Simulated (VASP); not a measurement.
# TaN (P-6m2) in VASP: notebook

The runs below take TaN through single point, with PBEsol.

All numbers are computed with VASP 6.6.1; they aren't measurements. Logs are shortened: lines on timing, memory, paths and dates and some standing lists are left out, and cuts for length are marked.

**1. The cell of the first run**

It takes space group P-6m2 (No. 187, hexagonal). Conventional cell: a = 2.924 Å, b = 2.924 Å, c = 2.871 Å, α = 90.00°, β = 90.00°, γ = 120.00°. Within 2.9 Å of Ta (site symmetry -6m2) lie 6 N at 2.22 Å and 2 Ta at 2.87 Å. N (site symmetry -6m2) has 6 Ta at 2.22 Å and 2 N at 2.87 Å within 2.9 Å.

**2. Single point, PBEsol**

Input file INCAR:

```
SYSTEM = TaN
ALGO = Normal ; EDIFF = 1E-6
ENCUT = 520 ; GGA = PS
ISIF = 2 ; ISMEAR = 0
LASPH = .True. ; LCHARG = .True.
LELF = .True. ; LREAL = .False.
LVHAR = .True. ; LWAVE = .False.
NBANDS = 15 ; NELM = 100
PREC = Accurate ; SIGMA = 0.15
```

Input file KPOINTS:

```
k-points
0
Gamma
  18 18 16
  0 0 0
```

Input file POSCAR:

```
TaN
1.0
    2.9240351141      0.0000000000      0.0000000000
   -1.4620175570      2.5322886904      0.0000000000
    0.0000000000      0.0000000000      2.8707423432
Ta N
1 1
Direct
    0.3333333333      0.6666666667      0.5000000000
    0.0000000000      0.0000000000      0.0000000000
```

Potentials or basis: VASP PAW PBE potentials, release 64 (Ta_pv, N).

Started as:

```sh
cat potpaw_PBE.64/Ta_pv/POTCAR potpaw_PBE.64/N/POTCAR > POTCAR
mpirun -np 1 vasp_std > vasp.out
```

OUTCAR:

```text
SYSTEM = TaN
   EDIFF = 1E-6
   ENCUT = 520
   GGA = PS
   ISIF = 2
   ISMEAR = 0
   LASPH = .True.
   LREAL = .False.
   NELM = 100
   PREC = Accurate

 ion  position               nearest neighbor table
   1  0.333  0.667  0.500-   2 2.22   2 2.22   2 2.22   2 2.22   2 2.22   2 2.22
   2  0.000  0.000  0.000-   1 2.22   1 2.22   1 2.22   1 2.22   1 2.22   1 2.22

  LATTYP: Found a hexagonal cell.
 ALAT       =     2.9240351141
 C/A-ratio  =     0.9817742370

  Lattice vectors:

 A1 = (   2.9240351141,   0.0000000000,   0.0000000000)
 A2 = (  -1.4620175570,   2.5322886904,   0.0000000000)
 A3 = (   0.0000000000,   0.0000000000,   2.8707423432)

Analysis of symmetry for initial positions (statically):
=====================================================================
 Subroutine PRICEL returns:
 Original cell was already a primitive cell.

 Routine SETGRP: Setting up the symmetry group for a
 hexagonal supercell.

 Subroutine GETGRP returns: Found 12 space group operations
 (whereof 12 operations were pure point group operations)
 out of a pool of 24 trial point group operations.

The static configuration has the point symmetry D_3h.

Analysis of symmetry for dynamics (positions and initial velocities):
=====================================================================
 Subroutine PRICEL returns:
 Original cell was already a primitive cell.

 Routine SETGRP: Setting up the symmetry group for a
 hexagonal supercell.

 Subroutine GETGRP returns: Found 12 space group operations
 (whereof 12 operations were pure point group operations)
 out of a pool of 24 trial point group operations.

The dynamic configuration has the point symmetry D_3h.

 Subroutine INISYM returns: Found 12 space group operations
 (whereof 12 operations are pure point group operations),
 and found     1 'primitive' translations

----------------------------------------------------------------------------------------

                                     Primitive cell

  volume of cell :      21.2564

  direct lattice vectors                    reciprocal lattice vectors
     2.924035114  0.000000000  0.000000000     0.341993157  0.197449841  0.000000000
    -1.462017557  2.532288690  0.000000000     0.000000000  0.394899683  0.000000000
     0.000000000  0.000000000  2.870742343     0.000000000  0.000000000  0.348341955

  length of vectors
     2.924035114  2.924035114  2.870742343     0.394899683  0.394899683  0.348341955
[... 85 lines left out ...]
   IBRION =     -1    ionic relax: 0-MD 1-quasi-New 2-CG
   NFREE  =      0    steps in history (QN), initial steepest desc. (CG)
   ISIF   =      2    stress and relaxation
   ISYM   =      2    0-nonsym 1-usesym 2-fastsym
   POTIM  = 0.5000    time-step for ionic-motion
   TEBEG  =    0.0;   TEEND  =   0.0 temperature during run
   PSTRESS=    0.0 pullay stress
   NELECT =      16.0000    total number of electrons
   NUPDOWN=      -1.0000    fix difference up-down
   EMIN   =  10.00;   EMAX   =-10.00  energy-range for DOS
   EFERMI =   0.00;   METHOD = LEGACY
   ISMEAR =     0;   SIGMA  =   0.15  broadening in eV -4-tet -1-fermi 0-gaus
   EFERMI_NEDOS =   21; number of points for ismear=-14 and -15
   IALGO  =     38    algorithm
   IMIX   =      4    mixing-type and parameters
     AMIX     =   0.40;   BMIX     =  1.00
     AMIX_MAG =   1.60;   BMIX_MAG =  1.00
  volume/ion in A,a.u.               =      10.63        71.72
  Fermi-wavevector in a.u.,A,eV,Ry     =   1.489195  2.814170 30.173653  2.217701
  Thomas-Fermi vector in A             =   2.602134
   LORBIT       =      0    0 simple, 1 ext, 2 COOP (PROOUT), +10 PAW based schemes
   GGA     = PS    functional components
   LHFCALC =     F    Hartree Fock is set to
   AEXX    =    0.0000 exact exchange contribution
   IVDW    =     0    specifies the selected vdW correction
   LEPSILON=     F    determine dielectric tensor
   LRPA    =     F    only Hartree local field effects (RPA)
 non-spin polarized calculation
 Gauss-broadening in eV      SIGMA  =   0.15
  energy-cutoff  :      520.00
  volume of cell :       21.26
 maximum number of plane-waves:       599
 NGX is ok and might be reduce to    24
   NGX = 11   NGY = 11   NGZ = 11

 number of electron      16.0000000 magnetization

 Free energy of the ion-electron system (eV)
  ---------------------------------------------------
  ext. energy  EPLUGINS =         0.00000000
  ---------------------------------------------------
  free energy    TOTEN  =       -23.80585423 eV

  energy without entropy =      -23.80517327  energy(sigma->0) =      -23.80551375

 E-fermi :   8.2008     XC(G=0): -13.5808

 val. band max:        8.1565569079   @ k =   0.0000   0.0000   0.4375
 cond. band min:       8.2391493938   @ k =   0.0556   0.0000   0.5000
 fundamental gap:      0.0825924858
 Fermi energy:         8.2008456498

 k-point     1 :       0.0000    0.0000    0.0000
  band No.  band energies     occupation
      1     -26.5035      2.00000
      2     -26.2290      2.00000
      3     -26.2290      2.00000
      4      -9.6045      2.00000
      5       3.6168      2.00000
      6       3.6168      2.00000
      7       3.9448      2.00000
      8       5.3087      2.00000
      9      10.5604      0.00000
     10      11.8961      0.00000
     11      11.8961      0.00000
     12      12.2947      0.00000
     13      12.2947      0.00000
     14      21.3339      0.00000
[... 401 lines left out ...]
      2     -26.5509      2.00000
      3     -26.3506      2.00000
      4      -7.2071      2.00000
      5       0.0538      2.00000
      6       3.0298      2.00000
      7       3.9278      2.00000
      8       5.9195      2.00000
      9      10.5575      0.00000
     10      11.3627      0.00000
     11      12.8996      0.00000
     12      14.3856      0.00000
     13      16.9655      0.00000
     14      20.4958      0.00000
     15      21.6868      0.00000

 [... further k-points ...]
[... 5 lines left out ...]
  --------------------------------------------------------------------------------------
  -------------------------------------------------------------------------------------
  Total        0.1009529      0.1009529      0.1306402      0.0000000      0.0000000      0.0000000
  in kB        7.6092071      7.6092071      9.8468500      0.0000000      0.0000000      0.0000000
  external PRESSURE =       8.3550881 kB  Pullay stress =       0.0000000 kB

 VOLUME and BASIS-vectors are now :
 -----------------------------------------------------------------------------
  energy-cutoff  :      520.00
  volume of cell :       21.26
      direct lattice vectors                 reciprocal lattice vectors
     2.924035114  0.000000000  0.000000000     0.341993157  0.197449841  0.000000000
    -1.462017557  2.532288690  0.000000000     0.000000000  0.394899683  0.000000000
     0.000000000  0.000000000  2.870742343     0.000000000  0.000000000  0.348341955

 POSITION                                       TOTAL-FORCE (eV/Angst)
 -----------------------------------------------------------------------------------
     -0.00000      1.68819      1.43537        -0.000000      0.000000      0.000000
      0.00000      0.00000      0.00000         0.000000      0.000000      0.000000
 -----------------------------------------------------------------------------------
    total drift:                                0.000000     -0.000000     -0.000000

  FREE ENERGIE OF THE ION-ELECTRON SYSTEM (eV)
  ---------------------------------------------------
  free  energy   TOTEN  =       -23.8058542258 eV

  energy  without entropy=      -23.8051732661  energy(sigma->0) =      -23.80551375
```

OSZICAR:

```text
N       E                     dE             d eps       ncg     rms          rms(c)
DAV:   1     0.898738812407E+02    0.89874E+02   -0.87879E+03  9990   0.113E+03
DAV:   2    -0.232880022267E+02   -0.11316E+03   -0.10656E+03 12055   0.306E+02
DAV:   3    -0.261211311235E+02   -0.28331E+01   -0.28200E+01 11243   0.452E+01
DAV:   4    -0.261325000937E+02   -0.11369E-01   -0.11365E-01 13126   0.311E+00
DAV:   5    -0.261325664284E+02   -0.66335E-04   -0.66332E-04 11474   0.221E-01    0.245E+01
DAV:   6    -0.239038414137E+02    0.22287E+01   -0.34918E+00 13135   0.224E+01    0.105E+01
DAV:   7    -0.238413767193E+02    0.62465E-01   -0.56099E-01 10851   0.579E+00    0.709E+00
DAV:   8    -0.238132587839E+02    0.28118E-01   -0.14556E-01 12419   0.318E+00    0.147E+00
DAV:   9    -0.238059716883E+02    0.72871E-02   -0.15296E-02 11215   0.102E+00    0.185E-01
DAV:  10    -0.238059312599E+02    0.40428E-04   -0.10732E-03 12510   0.386E-01    0.896E-02
DAV:  11    -0.238058535504E+02    0.77709E-04   -0.98982E-05 11614   0.108E-01    0.101E-02
DAV:  12    -0.238058542653E+02   -0.71490E-06   -0.12695E-05 10739   0.316E-02    0.481E-03
DAV:  13    -0.238058542258E+02    0.39488E-07   -0.27390E-08  5422   0.173E-03
   1 F= -.23805854E+02 E0= -.23805514E+02  d E =-.680960E-03
```

It took 4.3 min on 1 thread of AMD EPYC 7R13, shared host; peak memory 0.2 GiB.

What came out:

| Property | Result |
| --- | --- |
| Free energy | -23.8059 eV |
| Pressure | 0.8 GPa |
| Band gap on the k mesh | zero (band 8 reaches 8.56 eV, above the bottom of band 9 at 8.13 eV) |

Caveat: the PAW data sets were made with another functional, which shifts forces and pressure a little; spin-orbit coupling is left out, which moves the levels of the heavy elements.

**3. Single point, PBEsol**

This run uses another cell than the first one, of 10.78 Å³/atom, 1.014 times its volume.

Input file INCAR:

```
ALGO = Normal
EDIFF = 1E-6
ENCUT = 600
GGA = PS
GGA_COMPAT = False
ISIF = 2
ISMEAR = 0
LASPH = True
LCHARG = False
LREAL = False
LWAVE = False
NBANDS = 15
NELM = 120
PREC = Accurate
SIGMA = 0.1
```

Input file KPOINTS:

```
k-points
0
Gamma
  9 9 6
```

Input file POSCAR:

```
TaN
1.0
    2.9379988584      0.0000000000      0.0000000000
   -1.4689994292      2.5443816477      0.0000000000
    0.0000000000      0.0000000000      2.8830000000
Ta N
1 1
Direct
    0.3333333333      0.6666666667      0.5000000000
    0.0000000000      0.0000000000      0.0000000000
```

Potentials or basis: VASP PAW PBE potentials, release 64 (Ta_pv, N).

Started as:

```sh
cat potpaw_PBE.64/Ta_pv/POTCAR potpaw_PBE.64/N/POTCAR > POTCAR
mpirun -np 1 vasp_std > vasp.out
```

Run time: 10 s. Hardware: 1 thread of Intel Xeon 6975P-C, shared host; peak memory 0.15 GiB.

The run converged. Its results:

* Free energy: -23.8065 eV
* Pressure: -4.2 GPa
* Band gap on the k mesh: zero (band 8 reaches 8.30 eV, above the bottom of band 9 at 7.99 eV)

Stress tensor (GPa, compression positive):
```
-3.98  0.00  0.00
 0.00 -3.98  0.00
 0.00  0.00 -4.65
```

Levels at points of the mesh, in eV from the Fermi level:
```
           k point  band 5  band 6  band 7  band 8  band 9  band 10  band 11  band 12
(0.00, 0.00, 0.00)   -4.75   -4.75   -4.41   -3.09    2.03     3.42     3.42     3.80
(0.00, 0.00, 0.50)   -9.57   -3.93   -3.93   -0.29   -0.29     2.26     3.12     3.12
```

Caveat: the k points lie up to 0.36 Å⁻¹ apart; the PAW data sets were made with another functional, which shifts forces and pressure a little; spin-orbit coupling is left out, which moves the levels of the heavy elements.
